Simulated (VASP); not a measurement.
# Se (Pmc2_1) in VASP: notebook

Runs on Se. Level: PBE. Tasks: single point.

Everything below comes from runs of VASP 6.6.1. Logs are shortened: lines on timing, memory, paths and dates and some standing lists are left out, and cuts for length are marked.

### 1 The cell of the first run

Symmetry: Pmc2_1, No. 26, orthorhombic system. The conventional cell has a = 2.966 Å, b = 4.493 Å, c = 8.512 Å, α = 90.00°, β = 90.00°, γ = 90.00°. Se (site symmetry m) has 6 Se at 2.90 to 3.28 Å within 3.8 Å. Within 3.8 Å of Se (site symmetry m) lie 6 Se at 2.90 to 3.28 Å.

### 2 Single point, PBE (Te replaced by Se, lengths x 0.922, strained)

The input, INCAR:

```
SYSTEM = Se
  ALGO = Normal
  EDIFF = 1E-6
  ENCUT = 520
  GGA = PE
  ISIF = 2
  ISMEAR = 0
  LASPH = .True.
  LCHARG = .False.
  LREAL = .False.
  LWAVE = .False.
  NBANDS = 20
  NELM = 100
  PREC = Accurate
  SIGMA = 0.1
```

The input, KPOINTS:

```
k-points
0
Gamma
  6 4 2
  0 0 0
```

The input, POSCAR:

```
Se
1.0
    2.9656587767      0.0000000000      0.0000000000
    0.0000000000      4.4927769303      0.0000000000
    0.0000000000      0.0000000000      8.5117305230
Se
4
Direct
    0.5000000000      0.5452710000      0.7608140000
    0.5000000000      0.4547290000      0.2608140000
    0.5000000000      0.9874680000      0.0091860000
    0.5000000000      0.0125320000      0.5091860000
```

Potentials or basis: VASP PAW PBE potentials, release 64 (Se).

Launch:

```console
$ cat potpaw_PBE.64/Se/POTCAR > POTCAR
$ mpirun -np 1 vasp_std > vasp.out
```

OUTCAR:

```text
SYSTEM = Se
   EDIFF = 1E-6
   ENCUT = 520
   GGA = PE
   ISIF = 2
   ISMEAR = 0
   LASPH = .True.
   LREAL = .False.
   NELM = 100
   PREC = Accurate

 ion  position               nearest neighbor table
   1  0.500  0.545  0.761-
   2  0.500  0.455  0.261-
   3  0.500  0.987  0.009-
   4  0.500  0.013  0.509-

  LATTYP: Found a simple orthorhombic cell.
 ALAT       =     2.9656587767
 B/A-ratio  =     1.5149338709
 C/A-ratio  =     2.8700977300

  Lattice vectors:

 A1 = (   2.9656587767,   0.0000000000,   0.0000000000)
 A2 = (   0.0000000000,   4.4927769303,   0.0000000000)
 A3 = (   0.0000000000,   0.0000000000,   8.5117305230)

Analysis of symmetry for initial positions (statically):
=====================================================================
 Subroutine PRICEL returns:
 Original cell was already a primitive cell.

 Routine SETGRP: Setting up the symmetry group for a
 simple orthorhombic supercell.

 Subroutine GETGRP returns: Found  4 space group operations
 (whereof  2 operations were pure point group operations)
 out of a pool of  8 trial point group operations.

The static configuration has the point symmetry C_1h.
 The point group associated with its full space group is C_2v.

Analysis of symmetry for dynamics (positions and initial velocities):
=====================================================================
 Subroutine PRICEL returns:
 Original cell was already a primitive cell.

 Routine SETGRP: Setting up the symmetry group for a
 simple orthorhombic supercell.

 Subroutine GETGRP returns: Found  4 space group operations
 (whereof  2 operations were pure point group operations)
 out of a pool of  8 trial point group operations.

The dynamic configuration has the point symmetry C_1h.
 The point group associated with its full space group is C_2v.

 Subroutine INISYM returns: Found  4 space group operations
 (whereof  2 operations are pure point group operations),
 and found     1 'primitive' translations

----------------------------------------------------------------------------------------

                                     Primitive cell

  volume of cell :     113.4107

  direct lattice vectors                    reciprocal lattice vectors
     2.965658777  0.000000000  0.000000000     0.337193209  0.000000000  0.000000000
     0.000000000  4.492776930  0.000000000     0.000000000  0.222579490  0.000000000
     0.000000000  0.000000000  8.511730523     0.000000000  0.000000000  0.117484922

  length of vectors
     2.965658777  4.492776930  8.511730523     0.337193209  0.222579490  0.117484922

  position of ions in fractional coordinates (direct lattice)
     0.500000000  0.545271000  0.760814000
     0.500000000  0.454729000  0.260814000
     0.500000000  0.987468000  0.009186000
     0.500000000  0.012532000  0.509186000

  ion indices of the primitive-cell ions
   primitive index   ion index
                 1           1
                 2           2
                 3           3
                 4           4

----------------------------------------------------------------------------------------

 KPOINTS: k-points

Automatic generation of k-mesh.
 Grid dimensions read from file:
 generate k-points for:    6    4    2

 Generating k-lattice:

  Cartesian coordinates                     Fractional coordinates (reciprocal lattice)
     0.056198868  0.000000000  0.000000000     0.166666667  0.000000000  0.000000000
     0.000000000  0.055644873  0.000000000     0.000000000  0.250000000  0.000000000
     0.000000000  0.000000000  0.058742461     0.000000000  0.000000000  0.500000000

  Length of vectors
     0.056198868  0.055644873  0.058742461

  Shift w.r.t. Gamma in fractional coordinates (k-lattice)
     0.000000000  0.000000000  0.000000000

 Subroutine IBZKPT returns following result:
 ===========================================

 Found     24 irreducible k-points:

 Following reciprocal coordinates:
            Coordinates               Weight
  0.000000  0.000000  0.000000      1.000000
  0.166667  0.000000  0.000000      2.000000
  0.333333  0.000000  0.000000      2.000000
  0.500000  0.000000  0.000000      1.000000
  0.000000  0.250000  0.000000      2.000000
  0.166667  0.250000  0.000000      4.000000
[... 16 lines left out ...]
  0.333333  0.500000  0.500000      2.000000
  0.500000  0.500000  0.500000      1.000000
   k-points           NKPTS =     24   k-points in BZ     NKDIM =     24   number of bands    NBANDS=     20
   number of dos      NEDOS =    301   number of ions     NIONS =      4
   total plane-waves  NPLWV =  55296
   dimension x,y,z NGX =    24 NGY =   36 NGZ =   64
   dimension x,y,z NGXF=    48 NGYF=   72 NGZF=  128
   ions per type =               4
   NGX,Y,Z   is equivalent  to a cutoff of  13.45, 13.32, 12.50 a.u.
   NGXF,Y,Z  is equivalent  to a cutoff of  26.91, 26.64, 25.00 a.u.
 SYSTEM =  Se
   PREC   = accura    normal or accurate (medium, high low for compatibility)
   ISTART =      0    job   : 0-new  1-cont  2-samecut
   ICHARG =      2    charge: 1-file 2-atom 10-const
   ISPIN  =      1    spin polarized calculation?
   LNONCOLLINEAR =      F non collinear calculations
   LSORBIT =      F    spin-orbit coupling
   LASPH  =      T    aspherical Exc in radial PAW
   ENCUT  =  520.0 eV  38.22 Ry    6.18 a.u.   5.51  8.35 15.83*2*pi/ulx,y,z
   NELM   =    100;   NELMIN=  2; NELMDL= -5     # of ELM steps
   EDIFF  = 0.1E-05   stopping-criterion for ELM
   LREAL  =      F    real-space projection
   EDIFFG = 0.1E-04   stopping-criterion for IOM
   NSW    =      0    number of steps for IOM
   IBRION =     -1    ionic relax: 0-MD 1-quasi-New 2-CG
   NFREE  =      0    steps in history (QN), initial steepest desc. (CG)
   ISIF   =      2    stress and relaxation
   ISYM   =      2    0-nonsym 1-usesym 2-fastsym
   POTIM  = 0.5000    time-step for ionic-motion
   TEBEG  =    0.0;   TEEND  =   0.0 temperature during run
   PSTRESS=    0.0 pullay stress
   NELECT =      24.0000    total number of electrons
   NUPDOWN=      -1.0000    fix difference up-down
   EMIN   =  10.00;   EMAX   =-10.00  energy-range for DOS
   EFERMI =   0.00;   METHOD = LEGACY
   ISMEAR =     0;   SIGMA  =   0.10  broadening in eV -4-tet -1-fermi 0-gaus
   EFERMI_NEDOS =   21; number of points for ismear=-14 and -15
   IALGO  =     38    algorithm
   IMIX   =      4    mixing-type and parameters
     AMIX     =   0.40;   BMIX     =  1.00
     AMIX_MAG =   1.60;   BMIX_MAG =  1.00
  volume/ion in A,a.u.               =      28.35       191.33
  Fermi-wavevector in a.u.,A,eV,Ry     =   0.975575  1.843569 12.949295  0.951746
  Thomas-Fermi vector in A             =   2.106125
   LORBIT       =      0    0 simple, 1 ext, 2 COOP (PROOUT), +10 PAW based schemes
   GGA     = PE    functional components
   LHFCALC =     F    Hartree Fock is set to
   AEXX    =    0.0000 exact exchange contribution
   IVDW    =     0    specifies the selected vdW correction
   LEPSILON=     F    determine dielectric tensor
   LRPA    =     F    only Hartree local field effects (RPA)
 non-spin polarized calculation
 Gauss-broadening in eV      SIGMA  =   0.10
  energy-cutoff  :      520.00
  volume of cell :      113.41
 maximum number of plane-waves:      3084
 NGX is ok and might be reduce to    24
   NGX = 11   NGY = 17   NGZ = 31

 number of electron      23.9999999 magnetization

 Free energy of the ion-electron system (eV)
  ---------------------------------------------------
  ext. energy  EPLUGINS =         0.00000000
  ---------------------------------------------------
  free energy    TOTEN  =       -12.40509431 eV

  energy without entropy =      -12.38781883  energy(sigma->0) =      -12.39645657

 E-fermi :   2.2718     XC(G=0):  -8.9029

 val. band max:        2.2652100072   @ k =   0.1667   0.5000   0.0000
 cond. band min:       2.3096520199   @ k =   0.1667   0.0000   0.0000
 fundamental gap:      0.0444420126
 Fermi energy:         2.2717697131

 k-point     1 :       0.0000    0.0000    0.0000
  band No.  band energies     occupation
      1     -12.1519      2.00000
      2     -11.0855      2.00000
      3     -10.9790      2.00000
      4      -9.6531      2.00000
      5      -1.7096      2.00000
      6      -1.5529      2.00000
[... 12 lines left out ...]
     19       9.7447      0.00000
     20      10.6338      0.00000

 k-point     2 :       0.1667    0.0000    0.0000
  band No.  band energies     occupation
      1     -11.8372      2.00000
      2     -10.7763      2.00000
      3     -10.6689      2.00000
      4      -9.3489      2.00000
      5      -1.4155      2.00000
      6      -1.2655      2.00000
[... 12 lines left out ...]
     19      10.1001      0.00000
     20      11.5456      0.00000

 k-point     3 :       0.3333    0.0000    0.0000
  band No.  band energies     occupation
      1     -11.0616      2.00000
      2     -10.0170      2.00000
      3      -9.9068      2.00000
      4      -8.6028      2.00000
      5      -1.7546      2.00000
      6      -0.7310      2.00000
[... 12 lines left out ...]
     19      10.0874      0.00000
     20      10.1521      0.00000

 k-point     4 :       0.5000    0.0000    0.0000
  band No.  band energies     occupation
      1     -10.5497      2.00000
      2      -9.5192      2.00000
      3      -9.4063      2.00000
      4      -8.1149      2.00000
      5      -3.1042      2.00000
      6      -2.0092      2.00000
[... 429 lines left out ...]
 k-point    23 :       0.3333    0.5000    0.5000
  band No.  band energies     occupation
      1     -10.1951      2.00000
      2     -10.1951      2.00000
      3      -9.6259      2.00000
      4      -9.6259      2.00000
      5      -1.1343      2.00000
      6      -1.1343      2.00000
[... 12 lines left out ...]
     19       8.7070      0.00000
     20       8.7070      0.00000

 k-point    24 :       0.5000    0.5000    0.5000
  band No.  band energies     occupation
      1      -9.6999      2.00000
      2      -9.6999      2.00000
      3      -9.1250      2.00000
      4      -9.1250      2.00000
      5      -2.1501      2.00000
      6      -2.1501      2.00000
[... 12 lines left out ...]
     19       7.4093      0.00000
     20       7.4093      0.00000

------------------------ aborting loop because EDIFF is reached ----------------------------------------

  FORCE on cell =-STRESS in cart. coord.  units (eV):
  Direction    XX          YY          ZZ          XY          YZ          ZX
  --------------------------------------------------------------------------------------
  -------------------------------------------------------------------------------------
  Total       -4.1115513     -7.2679099     -6.8444812      0.0000000      0.0000000      0.0000000
  in kB      -58.0847864   -102.6753548    -96.6934850      0.0000000      0.0000000      0.0000000
  external PRESSURE =     -85.8178754 kB  Pullay stress =       0.0000000 kB

 VOLUME and BASIS-vectors are now :
 -----------------------------------------------------------------------------
  energy-cutoff  :      520.00
  volume of cell :      113.41
      direct lattice vectors                 reciprocal lattice vectors
     2.965658777  0.000000000  0.000000000     0.337193209  0.000000000  0.000000000
     0.000000000  4.492776930  0.000000000     0.000000000  0.222579490  0.000000000
     0.000000000  0.000000000  8.511730523     0.000000000  0.000000000  0.117484922

 POSITION                                       TOTAL-FORCE (eV/Angst)
 -----------------------------------------------------------------------------------
      1.48283      2.44978      6.47584         0.000000      0.761911      0.164978
      1.48283      2.04300      2.21998         0.000000     -0.761911      0.164978
      1.48283      4.43647      0.07819         0.000000     -0.254305     -0.164978
      1.48283      0.05630      4.33405         0.000000      0.254305     -0.164978
 -----------------------------------------------------------------------------------
    total drift:                                0.000000      0.000000      0.000142

  FREE ENERGIE OF THE ION-ELECTRON SYSTEM (eV)
  ---------------------------------------------------
  free  energy   TOTEN  =       -12.4050943107 eV

  energy  without entropy=      -12.3878188345  energy(sigma->0) =      -12.39645657
```

Wall time 37 s (1 thread of Intel Xeon Platinum 8259CL at 2.50GHz (Skylake/Cascade Lake), shared host); peak memory 0.23 GiB.

Results:

* Free energy: -12.4051 eV
* Pressure: -8.6 GPa
* Largest force: 0.780 eV/Å
* Band gap on the k mesh: zero (band 12 reaches 3.99 eV, above the bottom of band 13 at 1.01 eV)

Forces in eV/Å, atoms in the order of the input:
```
Se   0.000  0.762  0.165
Se   0.000 -0.762  0.165
Se   0.000 -0.254 -0.165
Se   0.000  0.254 -0.165
```

Stress tensor (GPa, compression positive):
```
 -5.81   0.00   0.00
  0.00 -10.27   0.00
  0.00   0.00  -9.67
```

Levels at points of the mesh, in eV from the Fermi level:
```tsv
k point	band 10	band 11	band 12	band 13	band 14	band 15
(0.00, 0.00, 0.00)	-2.05	0.82	0.92	1.51	2.27	2.34
(0.50, 0.00, 0.00)	-2.43	-0.87	-0.85	-0.84	-0.65	1.95
(0.00, 0.50, 0.00)	-1.98	1.67	1.72	2.07	2.23	2.41
(0.50, 0.50, 0.00)	-3.48	-0.73	-0.72	-0.61	-0.60	2.71
(0.00, 0.00, 0.50)	-0.97	-0.01	-0.01	1.74	1.74	2.90
(0.50, 0.00, 0.50)	-2.45	-1.49	-1.49	0.36	0.36	1.34
(0.00, 0.50, 0.50)	0.11	0.74	0.74	2.13	2.13	2.51
(0.50, 0.50, 0.50)	-2.92	-2.45	-2.45	1.30	1.30	1.94
```

Caveat: the k points lie up to 0.37 Å⁻¹ apart; the cell differs from its parent crystal (Te replaced by Se, lengths x 0.922, strained).

(Continued in part 2 of 2.)
